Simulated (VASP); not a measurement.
# Pb (Pm-3m) in VASP: further runs

The runs below take Pb through single point, with PBE.

Everything below comes from runs of VASP 6.6.1. Logs are shortened: lines on timing, memory, paths and dates and some standing lists are left out, and cuts for length are marked.

## Step 1: The cell of the first run

The structure is cubic, space group Pm-3m (No. 221). The conventional cell has a = 3.295 Å, b = 3.295 Å, c = 3.295 Å, α = 90.00°, β = 90.00°, γ = 90.00°. Within 4.3 Å of Pb (site symmetry m-3m) lie 6 Pb at 3.29 Å.

This isn't the form of Pb at room conditions, which is fcc.

## Step 2: Single point, PBE (35.76 Å³/atom)

INCAR reads:

```
PREC = Accurate ; ENCUT = 520
EDIFF = 1E-7 ; ISMEAR = -1
SIGMA = 0.1 ; LREAL = F
LASPH = T ; NELM = 100
ALGO = Normal ; ISIF = 2
LWAVE = F ; LCHARG = F
GGA = PE ; NBANDS = 13
```

KPOINTS reads:

```
regular mesh
0
Gamma
  16 16 16
```

POSCAR reads:

```
Pb
1.0
    3.2945053303      0.0000000000      0.0000000000
    0.0000000000      3.2945053303      0.0000000000
    0.0000000000      0.0000000000      3.2945053303
Pb
1
Direct
    0.0000000000      0.0000000000      0.0000000000
```

Potentials or basis: VASP PAW PBE potentials, release 64 (Pb_d).

Run with:

```bash
$ cat potpaw_PBE.64/Pb_d/POTCAR > POTCAR
$ mpirun -np 1 vasp_std > vasp.out
```

OUTCAR:

```text
PREC = Accurate
   ENCUT = 520
   EDIFF = 1E-7
   ISMEAR = -1
   LREAL = F
   LASPH = T
   NELM = 100
   ISIF = 2
   GGA = PE

 ion  position               nearest neighbor table
   1  0.000  0.000  0.000-

  LATTYP: Found a simple cubic cell.
 ALAT       =     3.2945053303

  Lattice vectors:

 A1 = (   3.2945053303,   0.0000000000,   0.0000000000)
 A2 = (   0.0000000000,   3.2945053303,   0.0000000000)
 A3 = (   0.0000000000,   0.0000000000,   3.2945053303)

Analysis of symmetry for initial positions (statically):
=====================================================================
 Subroutine PRICEL returns:
 Original cell was already a primitive cell.

 Routine SETGRP: Setting up the symmetry group for a
 simple cubic supercell.

 Subroutine GETGRP returns: Found 48 space group operations
 (whereof 48 operations were pure point group operations)
 out of a pool of 48 trial point group operations.

The static configuration has the point symmetry O_h .

Analysis of symmetry for dynamics (positions and initial velocities):
=====================================================================
 Subroutine PRICEL returns:
 Original cell was already a primitive cell.

 Routine SETGRP: Setting up the symmetry group for a
 simple cubic supercell.

 Subroutine GETGRP returns: Found 48 space group operations
 (whereof 48 operations were pure point group operations)
 out of a pool of 48 trial point group operations.

The dynamic configuration has the point symmetry O_h .

 Subroutine INISYM returns: Found 48 space group operations
 (whereof 48 operations are pure point group operations),
 and found     1 'primitive' translations

----------------------------------------------------------------------------------------

                                     Primitive cell

  volume of cell :      35.7578

  direct lattice vectors                    reciprocal lattice vectors
     3.294505330  0.000000000  0.000000000     0.303535706  0.000000000  0.000000000
     0.000000000  3.294505330  0.000000000     0.000000000  0.303535706  0.000000000
     0.000000000  0.000000000  3.294505330     0.000000000  0.000000000  0.303535706

  length of vectors
     3.294505330  3.294505330  3.294505330     0.303535706  0.303535706  0.303535706

  position of ions in fractional coordinates (direct lattice)
     0.000000000  0.000000000  0.000000000

  ion indices of the primitive-cell ions
   primitive index   ion index
                 1           1
[... 73 lines left out ...]
   LREAL  =      F    real-space projection
   EDIFFG = 0.1E-05   stopping-criterion for IOM
   NSW    =      0    number of steps for IOM
   IBRION =     -1    ionic relax: 0-MD 1-quasi-New 2-CG
   NFREE  =      0    steps in history (QN), initial steepest desc. (CG)
   ISIF   =      2    stress and relaxation
   ISYM   =      2    0-nonsym 1-usesym 2-fastsym
   POTIM  = 0.5000    time-step for ionic-motion
   TEBEG  =    0.0;   TEEND  =   0.0 temperature during run
   PSTRESS=    0.0 pullay stress
   NELECT =      14.0000    total number of electrons
   NUPDOWN=      -1.0000    fix difference up-down
   EMIN   =  10.00;   EMAX   =-10.00  energy-range for DOS
   EFERMI =   0.00;   METHOD = LEGACY
   ISMEAR =    -1;   SIGMA  =   0.10  broadening in eV -4-tet -1-fermi 0-gaus
   EFERMI_NEDOS =   21; number of points for ismear=-14 and -15
   IALGO  =     38    algorithm
   IMIX   =      4    mixing-type and parameters
     AMIX     =   0.40;   BMIX     =  1.00
     AMIX_MAG =   1.60;   BMIX_MAG =  1.00
  volume/ion in A,a.u.               =      35.76       241.31
  Fermi-wavevector in a.u.,A,eV,Ry     =   1.197643  2.263217 19.515492  1.434348
  Thomas-Fermi vector in A             =   2.333552
   LORBIT       =      0    0 simple, 1 ext, 2 COOP (PROOUT), +10 PAW based schemes
   GGA     = PE    functional components
   LHFCALC =     F    Hartree Fock is set to
   AEXX    =    0.0000 exact exchange contribution
   IVDW    =     0    specifies the selected vdW correction
   LEPSILON=     F    determine dielectric tensor
   LRPA    =     F    only Hartree local field effects (RPA)
 non-spin polarized calculation
  energy-cutoff  :      520.00
  volume of cell :       35.76
 maximum number of plane-waves:       992
 NGX is ok and might be reduce to    28
   NGX = 13   NGY = 13   NGZ = 13

 number of electron      13.9999995 magnetization

 Free energy of the ion-electron system (eV)
  ---------------------------------------------------
  ext. energy  EPLUGINS =         0.00000000
  ---------------------------------------------------
  free energy    TOTEN  =        -3.37840764 eV

  energy without entropy =       -3.35459768  energy(sigma->0) =       -3.36650266

 E-fermi :   5.3414     XC(G=0):  -9.3123

 val. band max:        5.3000514026   @ k =   0.2500   0.1250   0.0625
 cond. band min:       5.3684073402   @ k =   0.4375   0.4375   0.3750
 fundamental gap:      0.0683559376
 Fermi energy:         5.3414091518

 k-point     1 :       0.0000    0.0000    0.0000
  band No.  band energies     occupation
      1     -11.7901      2.00000
      2     -11.7901      2.00000
      3     -11.3036      2.00000
      4     -11.3036      2.00000
      5     -11.3036      2.00000
      6      -5.5322      2.00000
      7      10.0483      0.00000
      8      10.0483      0.00000
      9      10.0483      0.00000
     10      12.7543      0.00000
     11      14.3351      0.00000
     12      14.3351      0.00000
     13      22.9943      0.00000
[... 354 lines left out ...]
  band No.  band energies     occupation
      1     -11.7262      2.00000
      2     -11.4599      2.00000
      3     -11.4306      2.00000
      4     -11.3966      2.00000
      5     -11.3113      2.00000
      6      -3.1745      2.00000
      7       1.8910      2.00000
      8      10.1122      0.00000
      9      12.3947      0.00000
     10      13.9639      0.00000
     11      16.2222      0.00000
     12      16.9018      0.00000
     13      18.4171      0.00000

 [... further k-points ...]
[... 5 lines left out ...]
  --------------------------------------------------------------------------------------
  -------------------------------------------------------------------------------------
  Total       -0.2760009     -0.2760009     -0.2760009      0.0000000     -0.0000000      0.0000000
  in kB      -12.3666033    -12.3666033    -12.3666033      0.0000000     -0.0000000      0.0000000
  external PRESSURE =     -12.3666033 kB  Pullay stress =       0.0000000 kB

 VOLUME and BASIS-vectors are now :
 -----------------------------------------------------------------------------
  energy-cutoff  :      520.00
  volume of cell :       35.76
      direct lattice vectors                 reciprocal lattice vectors
     3.294505330  0.000000000  0.000000000     0.303535706  0.000000000  0.000000000
     0.000000000  3.294505330  0.000000000     0.000000000  0.303535706  0.000000000
     0.000000000  0.000000000  3.294505330     0.000000000  0.000000000  0.303535706

 POSITION                                       TOTAL-FORCE (eV/Angst)
 -----------------------------------------------------------------------------------
      0.00000      0.00000      0.00000         0.000000      0.000000      0.000000
 -----------------------------------------------------------------------------------
    total drift:                               -0.000000     -0.000000     -0.000000

  FREE ENERGIE OF THE ION-ELECTRON SYSTEM (eV)
  ---------------------------------------------------
  free  energy   TOTEN  =        -3.3784076428 eV

  energy  without entropy=       -3.3545976816  energy(sigma->0) =       -3.36650266
```

stdout:

```text
POSCAR found type information on POSCAR Pb
 POSCAR found :  1 types and       1 ions
 scaLAPACK will be used
 LDA part: xc-table for (Slater+PW92), standard interpolation
 POSCAR, INCAR and KPOINTS ok, starting setup
 FFT: planning ... GRIDC
 FFT: planning ... GRID_SOFT
 FFT: planning ... GRID
 WAVECAR not read
 entering main loop
```

Wall time 89 s (1 thread of Intel Xeon Platinum 8259CL at 2.50GHz (Skylake/Cascade Lake), shared host); peak memory 0.2 GiB.

What came out:

| Property | Result |
| --- | --- |
| Free energy | -3.3784 eV |
| Pressure | -1.2 GPa |
| Band gap on the k mesh | zero (bands 7 and 8 overlap by 6.36 eV) |

Caveat: spin-orbit coupling is left out, which moves the levels of the heavy elements.

## Step 3: Single point, PBE (37.13 Å³/atom)

This run uses another cell than the first one, of 37.13 Å³/atom.

INCAR reads:

```
PREC = Accurate
ENCUT = 520
EDIFF = 1E-6
ISMEAR = -1
SIGMA = 0.1
LREAL = False
LASPH = True
NELM = 60
ALGO = Normal
ISIF = 2
LWAVE = False
LCHARG = True
GGA = PE
LELF = True
LVHAR = True
NBANDS = 13
```

KPOINTS is that of step 2.

POSCAR reads:

```
Pb
1.0
    3.3362123570      0.0000000000      0.0000000000
    0.0000000000      3.3362123570      0.0000000000
    0.0000000000      0.0000000000      3.3362123570
Pb
1
Direct
    0.0000000000      0.0000000000      0.0000000000
```

Potentials or basis: VASP PAW PBE potentials, release 64 (Pb_d).

Run with:

```bash
$ cat potpaw_PBE.64/Pb_d/POTCAR > POTCAR
$ mpirun -np 1 vasp_std > vasp.out
```

Wall time 71 s (1 thread of Intel Xeon Platinum 8259CL at 2.50GHz (Skylake/Cascade Lake), shared host); peak memory 0.21 GiB.

The run converged. Its results:

| Property | Result |
| --- | --- |
| Free energy | -3.3639 eV |
| Pressure | -2.2 GPa |
| Band gap on the k mesh | zero (bands 7 and 8 overlap by 6.14 eV) |

Levels at points of the mesh, in eV from the Fermi level:
```csv
k point,band 5,band 6,band 7,band 8,band 9,band 10
"(0.00, 0.00, 0.00)",-16.65,-10.67,4.57,4.57,4.57,7.16
"(0.50, 0.00, 0.00)",-16.64,-8.64,-3.50,6.55,6.55,10.26
"(0.50, 0.50, 0.00)",-16.51,-6.67,-1.57,-1.57,3.54,8.64
"(0.50, 0.50, 0.50)",-16.50,-4.68,0.26,0.26,0.26,6.21
```

Caveat: spin-orbit coupling is left out, which moves the levels of the heavy elements.

## Step 4: Single point, PBE (38.51 Å³/atom)

This run uses another cell than the first one, of 38.51 Å³/atom.

INCAR reads:

```
SYSTEM = Pb
PREC = Accurate ; ENCUT = 520
EDIFF = 1E-7 ; ISMEAR = -1
SIGMA = 0.1 ; LREAL = .False.
LASPH = .True. ; NELM = 80
ALGO = Normal ; ISIF = 2
LWAVE = .False. ; LCHARG = .False.
GGA = PE ; NBANDS = 13
```

KPOINTS reads:

```
regular mesh
0
Gamma
  16 16 16
  0 0 0
```

POSCAR reads:

```
Pb
1.0
    3.3769018837      0.0000000000      0.0000000000
    0.0000000000      3.3769018837      0.0000000000
    0.0000000000      0.0000000000      3.3769018837
Pb
1
Direct
    0.0000000000      0.0000000000      0.0000000000
```

Potentials or basis: VASP PAW PBE potentials, release 64 (Pb_d).

Run with:

```bash
$ cat potpaw_PBE.64/Pb_d/POTCAR > POTCAR
$ mpirun -np 1 vasp_std > vasp.out
```

OUTCAR:

```text
SYSTEM = Pb
   PREC = Accurate
   ENCUT = 520
   EDIFF = 1E-7
   ISMEAR = -1
   LREAL = .False.
   LASPH = .True.
   NELM = 80
   ISIF = 2
   GGA = PE

 ion  position               nearest neighbor table
   1  0.000  0.000  0.000-

  LATTYP: Found a simple cubic cell.
 ALAT       =     3.3769018837

  Lattice vectors:

 A1 = (   3.3769018837,   0.0000000000,   0.0000000000)
 A2 = (   0.0000000000,   3.3769018837,   0.0000000000)
 A3 = (   0.0000000000,   0.0000000000,   3.3769018837)

[... 560 lines left out ...]
     12      15.5807      0.00000
     13      17.2641      0.00000

 [... further k-points ...]

------------------------ aborting loop because EDIFF is reached ----------------------------------------

  FORCE on cell =-STRESS in cart. coord.  units (eV):
  Direction    XX          YY          ZZ          XY          YZ          ZX
  --------------------------------------------------------------------------------------
  -------------------------------------------------------------------------------------
  Total       -0.7279538     -0.7279538     -0.7279538      0.0000000      0.0000000      0.0000000
  in kB      -30.2871960    -30.2871960    -30.2871960      0.0000000      0.0000000      0.0000000
  external PRESSURE =     -30.2871960 kB  Pullay stress =       0.0000000 kB

 VOLUME and BASIS-vectors are now :
 -----------------------------------------------------------------------------
  energy-cutoff  :      520.00
  volume of cell :       38.51
      direct lattice vectors                 reciprocal lattice vectors
     3.376901884  0.000000000  0.000000000     0.296129421  0.000000000  0.000000000
     0.000000000  3.376901884  0.000000000     0.000000000  0.296129421  0.000000000
     0.000000000  0.000000000  3.376901884     0.000000000  0.000000000  0.296129421

 POSITION                                       TOTAL-FORCE (eV/Angst)
 -----------------------------------------------------------------------------------
      0.00000      0.00000      0.00000         0.000000      0.000000      0.000000
 -----------------------------------------------------------------------------------
    total drift:                               -0.000000     -0.000000     -0.000000

  FREE ENERGIE OF THE ION-ELECTRON SYSTEM (eV)
  ---------------------------------------------------
  free  energy   TOTEN  =        -3.3416826044 eV

  energy  without entropy=       -3.3154238081  energy(sigma->0) =       -3.32855321
```

Wall time 93 s (1 thread of Intel Xeon Platinum 8259CL at 2.50GHz (Skylake/Cascade Lake), shared host); peak memory 0.21 GiB.

What came out:

```yaml
Free_energy: -3.3417 eV
Pressure: -3.0 GPa
Band_gap_on_the_k_mesh: zero (bands 7 and 8 overlap by 5.93 eV)
```

Caveat: the cell stands under tension; spin-orbit coupling is left out, which moves the levels of the heavy elements.

## Step 5: The runs side by side

```csv
cell,gap on the mesh (eV),pressure (GPa)
"a = 3.295 Å, 1 atom",none,-1.2
"a = 3.336 Å, 1 atom",none,-2.2
"a = 3.377 Å, 1 atom",none,-3.0
```

Alike in all rows: task single point; level PBE; potentials or basis VASP PAW PBE potentials, release 64 (Pb_d); no spin polarisation; k mesh 16 × 16 × 16; cutoff (eV) 520; smearing fermi-dirac 0.1 eV.

Caveats: spin-orbit coupling is left out, which moves the levels of the heavy elements; the cell stands under tension (at least some runs).

Absolute energies hang on the potentials; compare differences alone.
